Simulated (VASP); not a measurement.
# Ni (P2_1/m) in VASP: further runs

Ni is run at these levels: LDA; tasks: single point.

All numbers are computed with VASP 6.6.1; they aren't measurements. Logs are shortened: lines on timing, memory, paths and dates and some standing lists are left out, and cuts for length are marked.

### 1 The cell of the first run

The structure is monoclinic, space group P2_1/m (No. 11). Conventional cell: a = 2.354 Å, b = 3.844 Å, c = 2.354 Å, α = 90.00°, β = 109.47°, γ = 90.00°. Within 3.0 Å of Ni (site symmetry m) lie 14 Ni at 2.23 to 2.81 Å.

### 2 Single point, LDA (atoms displaced along several vibrational modes)

Input file INCAR:

```
SYSTEM = Ni
ALGO     = Fast           ! electronic algorithm
EDIFF    = 1E-6           ! SCF threshold, eV
ENCUT    = 520            ! plane-wave cutoff, eV
GGA      = CA             ! functional
ISIF     = 2              ! what is computed and relaxed
ISMEAR   = 0              ! smearing method
LASPH    = .TRUE.         ! aspherical terms in the spheres
LCHARG   = .FALSE.        ! write CHGCAR
LREAL    = .FALSE.        ! projectors in reciprocal space
LWAVE    = .FALSE.        ! write WAVECAR
NBANDS   = 17             ! bands
NELM     = 60             ! most SCF steps
PREC     = Accurate       ! precision mode
SIGMA    = 0.15           ! smearing width, eV
```

Input file KPOINTS:

```
k-points
0
G
  20 20 12
  0 0 0
```

Input file POSCAR:

```
Ni
1.0
   -1.3590661858      1.3590661858      1.3590661858
    1.3590661858     -1.3590661858      1.3590661858
    2.7181323716      2.7181323716      0.0000000000
Ni
2
Direct
   -0.0256715306     -0.0572530548      0.0000000000
    0.5256715306      0.5572530548      0.5000000000
```

Potentials or basis: VASP PAW LDA potentials, release 64 (Ni).

Launch:

```console
cat potpaw_LDA.64/Ni/POTCAR > POTCAR
mpirun -np 1 vasp_std > vasp.out
```

OUTCAR:

```text
SYSTEM = Ni
   EDIFF = 1E-6
   ENCUT = 520
   GGA = CA
   ISIF = 2
   ISMEAR = 0
   LASPH = .TRUE.
   LREAL = .FALSE.
   NELM = 60
   PREC = Accurate

 ion  position               nearest neighbor table
   1  0.974  0.943  0.000-   2 2.23   2 2.23   2 2.49   2 2.49   2 2.64   2 2.64   2 2.81   2 2.81

   2  0.526  0.557  0.500-   1 2.23   1 2.23   1 2.49   1 2.49   1 2.64   1 2.64   1 2.81   1 2.81

  LATTYP: Found a base centered orthorhombic cell.
 ALAT       =     2.7181323716
 B/A-ratio  =     1.4142135624
 C/A-ratio  =     1.4142135624

  Lattice vectors:

 A1 = (  -1.3590661858,   1.3590661858,   1.3590661858)
 A2 = (   1.3590661858,  -1.3590661858,   1.3590661858)
 A3 = (   2.7181323716,   2.7181323716,   0.0000000000)

Analysis of symmetry for initial positions (statically):
=====================================================================
 Subroutine PRICEL returns:
 Original cell was already a primitive cell.

 Routine SETGRP: Setting up the symmetry group for a
 base centered orthorhombic supercell.

 Subroutine GETGRP returns: Found  4 space group operations
 (whereof  2 operations were pure point group operations)
 out of a pool of  8 trial point group operations.

The static configuration has the point symmetry C_1h.
 The point group associated with its full space group is C_2h.

Analysis of symmetry for dynamics (positions and initial velocities):
=====================================================================
 Subroutine PRICEL returns:
 Original cell was already a primitive cell.

 Routine SETGRP: Setting up the symmetry group for a
 base centered orthorhombic supercell.

 Subroutine GETGRP returns: Found  4 space group operations
 (whereof  2 operations were pure point group operations)
 out of a pool of  8 trial point group operations.

The dynamic configuration has the point symmetry C_1h.
 The point group associated with its full space group is C_2h.

 Subroutine INISYM returns: Found  4 space group operations
 (whereof  2 operations are pure point group operations),
 and found     1 'primitive' translations

----------------------------------------------------------------------------------------

                                     Primitive cell

  volume of cell :      20.0822

  direct lattice vectors                    reciprocal lattice vectors
    -1.359066186  1.359066186  1.359066186    -0.183949835  0.183949835  0.367899669
     1.359066186 -1.359066186  1.359066186     0.183949835 -0.183949835  0.367899669
     2.718132372  2.718132372  0.000000000     0.183949835  0.183949835  0.000000000

  length of vectors
     2.353971685  2.353971685  3.844019664     0.450583233  0.450583233  0.260144351

  position of ions in fractional coordinates (direct lattice)
     0.974328469  0.942746945  0.000000000
     0.525671531  0.557253055  0.500000000

  ion indices of the primitive-cell ions
   primitive index   ion index
                 1           1
                 2           2

----------------------------------------------------------------------------------------

 KPOINTS: k-points

Automatic generation of k-mesh.
 Grid dimensions read from file:
 generate k-points for:   20   20   12

 Generating k-lattice:

  Cartesian coordinates                     Fractional coordinates (reciprocal lattice)
    -0.009197492  0.009197492  0.018394983     0.050000000  0.000000000  0.000000000
     0.009197492 -0.009197492  0.018394983     0.000000000  0.050000000  0.000000000
     0.015329153  0.015329153  0.000000000     0.000000000  0.000000000  0.083333333

  Length of vectors
     0.022529162  0.022529162  0.021678696

  Shift w.r.t. Gamma in fractional coordinates (k-lattice)
     0.000000000  0.000000000  0.000000000

 Subroutine IBZKPT returns following result:
 ===========================================

 Found   1414 irreducible k-points:

 Following reciprocal coordinates:
            Coordinates               Weight
  0.000000  0.000000  0.000000      1.000000
  0.050000  0.000000  0.000000      2.000000
  0.000000  0.050000  0.000000      2.000000
  0.100000  0.000000  0.000000      2.000000
  0.000000  0.100000  0.000000      2.000000
  0.150000  0.000000  0.000000      2.000000
[... 16 lines left out ...]
  0.100000  0.050000  0.000000      2.000000
  0.050000  0.100000  0.000000      2.000000
 [... further k-points ...]
   k-points           NKPTS =   1414   k-points in BZ     NKDIM =   1414   number of bands    NBANDS=     17
   number of dos      NEDOS =    301   number of ions     NIONS =      2
   total plane-waves  NPLWV =   9720
   dimension x,y,z NGX =    18 NGY =   18 NGZ =   30
   dimension x,y,z NGXF=    36 NGYF=   36 NGZF=   60
   ions per type =               2
   NGX,Y,Z   is equivalent  to a cutoff of  12.71, 12.71, 12.97 a.u.
   NGXF,Y,Z  is equivalent  to a cutoff of  25.42, 25.42, 25.95 a.u.
 SYSTEM =  Ni
   PREC   = accura    normal or accurate (medium, high low for compatibility)
   ISTART =      0    job   : 0-new  1-cont  2-samecut
   ICHARG =      2    charge: 1-file 2-atom 10-const
   ISPIN  =      1    spin polarized calculation?
   LNONCOLLINEAR =      F non collinear calculations
   LSORBIT =      F    spin-orbit coupling
   LASPH  =      T    aspherical Exc in radial PAW
   ENCUT  =  520.0 eV  38.22 Ry    6.18 a.u.   4.38  4.38  7.15*2*pi/ulx,y,z
   NELM   =     60;   NELMIN=  2; NELMDL= -5     # of ELM steps
   EDIFF  = 0.1E-05   stopping-criterion for ELM
   LREAL  =      F    real-space projection
   EDIFFG = 0.1E-04   stopping-criterion for IOM
   NSW    =      0    number of steps for IOM
   IBRION =     -1    ionic relax: 0-MD 1-quasi-New 2-CG
   NFREE  =      0    steps in history (QN), initial steepest desc. (CG)
   ISIF   =      2    stress and relaxation
   ISYM   =      2    0-nonsym 1-usesym 2-fastsym
   POTIM  = 0.5000    time-step for ionic-motion
   TEBEG  =    0.0;   TEEND  =   0.0 temperature during run
   PSTRESS=    0.0 pullay stress
   NELECT =      20.0000    total number of electrons
   NUPDOWN=      -1.0000    fix difference up-down
   EMIN   =  10.00;   EMAX   =-10.00  energy-range for DOS
   EFERMI =   0.00;   METHOD = LEGACY
   ISMEAR =     0;   SIGMA  =   0.15  broadening in eV -4-tet -1-fermi 0-gaus
   EFERMI_NEDOS =   21; number of points for ismear=-14 and -15
   IALGO  =     68    algorithm
   IMIX   =      4    mixing-type and parameters
     AMIX     =   0.40;   BMIX     =  1.00
     AMIX_MAG =   1.60;   BMIX_MAG =  1.00
  volume/ion in A,a.u.               =      10.04        67.76
  Fermi-wavevector in a.u.,A,eV,Ry     =   1.634861  3.089440 36.365260  2.672771
  Thomas-Fermi vector in A             =   2.726430
   LORBIT       =      0    0 simple, 1 ext, 2 COOP (PROOUT), +10 PAW based schemes
   GGA     = CA    functional components
   LHFCALC =     F    Hartree Fock is set to
   AEXX    =    0.0000 exact exchange contribution
   IVDW    =     0    specifies the selected vdW correction
   LEPSILON=     F    determine dielectric tensor
   LRPA    =     F    only Hartree local field effects (RPA)
 non-spin polarized calculation
 RMM-DIIS sequential band-by-band and
 Gauss-broadening in eV      SIGMA  =   0.15
  energy-cutoff  :      520.00
  volume of cell :       20.08
 maximum number of plane-waves:       554
 NGX is ok and might be reduce to    18
   NGX =  9   NGY =  9   NGZ = 15

 number of electron      20.0000003 magnetization

 Free energy of the ion-electron system (eV)
  ---------------------------------------------------
  ext. energy  EPLUGINS =         0.00000000
  ---------------------------------------------------
  free energy    TOTEN  =       -12.85739528 eV

  energy without entropy =      -12.81242806  energy(sigma->0) =      -12.83491167

 E-fermi :  10.0715     XC(G=0): -14.0841

 val. band max:       10.0711478969   @ k =  -0.4000   0.0500   0.4167
 cond. band min:      10.0716539988   @ k =   0.4000   0.1000   0.2500
 fundamental gap:      0.0005061019
 Fermi energy:        10.0715444464

 k-point     1 :       0.0000    0.0000    0.0000
  band No.  band energies     occupation
      1       0.7055      2.00000
      2       5.2707      2.00000
      3       6.9158      2.00000
      4       7.7407      2.00000
      5       7.8875      2.00000
      6       8.0179      2.00000
[... 9 lines left out ...]
     16      34.5333      0.00000
     17      37.6907      0.00000

 k-point     2 :       0.0500    0.0000    0.0000
  band No.  band energies     occupation
      1       0.7882      2.00000
      2       5.3241      2.00000
      3       6.9216      2.00000
      4       7.7293      2.00000
      5       7.9293      2.00000
      6       8.0051      2.00000
[... 9 lines left out ...]
     16      34.9877      0.00000
     17      37.2699      0.00000

 k-point     3 :       0.0000    0.0500    0.0000
  band No.  band energies     occupation
      1       0.7880      2.00000
      2       5.3222      2.00000
      3       6.9238      2.00000
      4       7.7843      2.00000
      5       7.8730      2.00000
      6       8.0121      2.00000
[... 9 lines left out ...]
     16      35.2727      0.00000
     17      37.3703      0.00000

 k-point     4 :       0.1000    0.0000    0.0000
  band No.  band energies     occupation
      1       1.0341      2.00000
      2       5.4787      2.00000
      3       6.9343      2.00000
      4       7.6954      2.00000
      5       7.9651      2.00000
      6       8.0538      2.00000
[... 9 lines left out ...]
     16      35.4977      0.00000
     17      35.5922      0.00000

 k-point     5 :       0.0000    0.1000    0.0000
  band No.  band energies     occupation
      1       1.0332      2.00000
      2       5.4707      2.00000
      3       6.9440      2.00000
      4       7.8270      2.00000
      5       7.9165      2.00000
      6       7.9905      2.00000
[... 9 lines left out ...]
     16      35.6714      0.00000
     17      35.8006      0.00000

 k-point     6 :       0.1500    0.0000    0.0000
  band No.  band energies     occupation
      1       1.4359      2.00000
      2       5.7168      2.00000
      3       6.9426      2.00000
      4       7.6419      2.00000
      5       7.8936      2.00000
      6       8.2584      2.00000
[... 9 lines left out ...]
     16      33.7066      0.00000
     17      34.8425      0.00000

 k-point     7 :       0.0000    0.1500    0.0000
  band No.  band energies     occupation
      1       1.4337      2.00000
      2       5.6982      2.00000
      3       6.9674      2.00000
      4       7.7549      2.00000
      5       7.9241      2.00000
      6       8.1307      2.00000
[... 9 lines left out ...]
     16      33.8203      0.00000
     17      34.7751      0.00000

 k-point     8 :       0.2000    0.0000    0.0000
  band No.  band energies     occupation
      1       1.9805      2.00000
      2       6.0059      2.00000
      3       6.9374      2.00000
      4       7.5748      2.00000
      5       7.7826      2.00000
      6       7.8442      2.00000
[... 9 lines left out ...]
     16      31.8317      0.00000
     17      33.0968      0.00000
[... 203 lines left out ...]
      1       5.4411      2.00000
      2       6.2966      2.00000
      3       6.4634      2.00000
      4       7.3620      2.00000
      5       7.4518      2.00000
      6       7.5175      2.00000
[... 9 lines left out ...]
     16      24.4444      0.00000
     17      30.5562      0.00000

 k-point    20 :       0.5000    0.0000    0.0000
  band No.  band energies     occupation
      1       5.8082      2.00000
      2       6.1605      2.00000
      3       6.7539      2.00000
      4       7.0189      2.00000
      5       7.0793      2.00000
      6       7.6858      2.00000
[... 9 lines left out ...]
     16      23.0747      0.00000
     17      29.3880      0.00000

 k-point    21 :       0.0000    0.5000    0.0000
  band No.  band energies     occupation
      1       5.6809      2.00000
      2       6.2154      2.00000
      3       6.4310      2.00000
      4       7.4171      2.00000
      5       7.4405      2.00000
      6       7.4939      2.00000
[... 9 lines left out ...]
     16      23.8074      0.00000
     17      30.9768      0.00000

 k-point    22 :       0.0500    0.0500    0.0000
  band No.  band energies     occupation
      1       0.9249      2.00000
      2       5.4088      2.00000
      3       6.8854      2.00000
      4       7.7743      2.00000
      5       7.9151      2.00000
      6       8.0093      2.00000
[... 9 lines left out ...]
     16      35.9394      0.00000
     17      36.2328      0.00000

 k-point    23 :       0.1000    0.0500    0.0000
  band No.  band energies     occupation
      1       1.2228      2.00000
      2       5.5907      2.00000
      3       6.8597      2.00000
      4       7.7412      2.00000
      5       7.9815      2.00000
      6       8.0426      2.00000
[... 9 lines left out ...]
     16      34.7910      0.00000
     17      36.0268      0.00000

 k-point    24 :       0.0500    0.1000    0.0000
  band No.  band energies     occupation
      1       1.2220      2.00000
      2       5.5838      2.00000
      3       6.8689      2.00000
      4       7.8426      2.00000
      5       7.9368      2.00000
      6       8.0019      2.00000
[... 9 lines left out ...]
     16      34.8863      0.00000
     17      35.9896      0.00000

 [... further k-points ...]

------------------------ aborting loop because EDIFF is reached ----------------------------------------

  FORCE on cell =-STRESS in cart. coord.  units (eV):
  Direction    XX          YY          ZZ          XY          YZ          ZX
  --------------------------------------------------------------------------------------
  -------------------------------------------------------------------------------------
  Total        0.6453612      0.6453612     -0.0195726      0.4076883      0.1174048     -0.1174047
  in kB       51.4874826     51.4874826     -1.5615165     32.5257265      9.3666549     -9.3666488
  external PRESSURE =      33.8044829 kB  Pullay stress =       0.0000000 kB

 VOLUME and BASIS-vectors are now :
 -----------------------------------------------------------------------------
  energy-cutoff  :      520.00
  volume of cell :       20.08
      direct lattice vectors                 reciprocal lattice vectors
    -1.359066186  1.359066186  1.359066186    -0.183949835  0.183949835  0.367899669
     1.359066186 -1.359066186  1.359066186     0.183949835 -0.183949835  0.367899669
     2.718132372  2.718132372  0.000000000     0.183949835  0.183949835  0.000000000

 POSITION                                       TOTAL-FORCE (eV/Angst)
 -----------------------------------------------------------------------------------
     -0.04292      0.04292      2.60543        -0.038727      0.038727      1.082694
      1.40199      1.31614      1.47177         0.038727     -0.038727     -1.082694
 -----------------------------------------------------------------------------------
    total drift:                                0.000000      0.000000      0.000000

  FREE ENERGIE OF THE ION-ELECTRON SYSTEM (eV)
  ---------------------------------------------------
  free  energy   TOTEN  =       -12.8573952806 eV

  energy  without entropy=      -12.8124280556  energy(sigma->0) =      -12.83491167
```

Wall time 11 min (1 thread of Intel Xeon 8259CL, shared host); peak memory 0.47 GiB.

What came out:

```yaml
Free_energy: -12.8574 eV
Pressure: 3.4 GPa
Largest_force: 1.084 eV/Å
Band_gap_on_the_k_mesh: zero (bands 10 and 11 overlap by 0.94 eV)
```

Forces in eV/Å, atoms in the order of the input:
```
Ni  -0.039  0.039  1.083
Ni   0.039 -0.039 -1.083
```

Stress tensor (GPa, compression positive):
```
 5.15  3.25 -0.94
 3.25  5.15  0.94
-0.94  0.94 -0.16
```

Caveat: the cell differs from its parent crystal (atoms displaced along several vibrational modes); the stress differs along the axes, from -0 to 5 GPa; the run has no spin polarisation, though such a crystal can be magnetic; forces of over 1 eV/Å act on the atoms, so gaps and moduli don't describe the material at rest. Spin polarisation is off, so any magnetic state and its effect on volume and gap are missing.

### 3 Single point, LDA (atoms displaced along several vibrational modes)

Input file INCAR:

```
SYSTEM = Ni
  ALGO = Fast
  EDIFF = 1E-6
  ENCUT = 520
  GGA = CA
  ISIF = 2
  ISMEAR = 0
  LASPH = .True.
  LCHARG = .False.
  LREAL = .False.
  LWAVE = .False.
  NBANDS = 17
  NELM = 100
  PREC = Accurate
  SIGMA = 0.15
```

Input file KPOINTS:

```
k-points
0
Gamma
  20 20 12
  0 0 0
```

Input file POSCAR:

```
Ni
1.0
   -1.3590661858      1.3590661858      1.3590661858
    1.3590661858     -1.3590661858      1.3590661858
    2.7181323716      2.7181323716      0.0000000000
Ni
2
Direct
    0.0108427584     -0.0522682611      0.0000000000
    0.4891572416      0.5522682611      0.5000000000
```

Potentials or basis: VASP PAW LDA potentials, release 64 (Ni).

Launch:

```console
cat potpaw_LDA.64/Ni/POTCAR > POTCAR
mpirun -np 1 vasp_std > vasp.out
```

It took 10 min on 1 thread of Intel Xeon 8259CL, shared host; peak memory 0.47 GiB.

It converged, with:

```
Free energy            : -12.9537 eV
Pressure               : 1.1 GPa
Largest force          : 0.537 eV/Å
Band gap on the k mesh : zero (bands 10 and 11 overlap by 0.77 eV)
```

Forces in eV/Å, atoms in the order of the input:
```
Ni  -0.001  0.001  0.537
Ni   0.001 -0.001 -0.537
```

Stress tensor (GPa, compression positive):
```
 2.35 -0.56 -0.94
-0.56  2.35  0.94
-0.94  0.94 -1.27
```

Levels at points of the mesh, in eV from the Fermi level:
```tsv
k point	band 8	band 9	band 10	band 11	band 12	band 13
(0.00, 0.00, 0.00)	-0.75	-0.68	-0.39	0.25	0.31	7.34
(0.50, 0.00, 0.00)	-0.46	-0.22	-0.21	2.20	2.34	11.28
(0.00, 0.50, 0.00)	-0.37	-0.34	-0.32	1.75	2.82	10.37
(0.50, 0.50, 0.00)	0.09	0.22	0.39	1.10	6.86	10.42
(0.00, 0.00, 0.50)	-1.08	-0.85	-0.85	-0.34	-0.34	16.70
(0.50, 0.00, 0.50)	-0.45	0.20	0.20	0.45	0.45	7.34
(0.00, 0.50, 0.50)	-0.58	0.01	0.01	0.93	0.93	7.15
(0.50, 0.50, 0.50)	-0.91	0.30	0.30	4.75	4.75	8.45
```

Caveat: the cell differs from its parent crystal (atoms displaced along several vibrational modes); the run has no spin polarisation, though such a crystal can be magnetic.
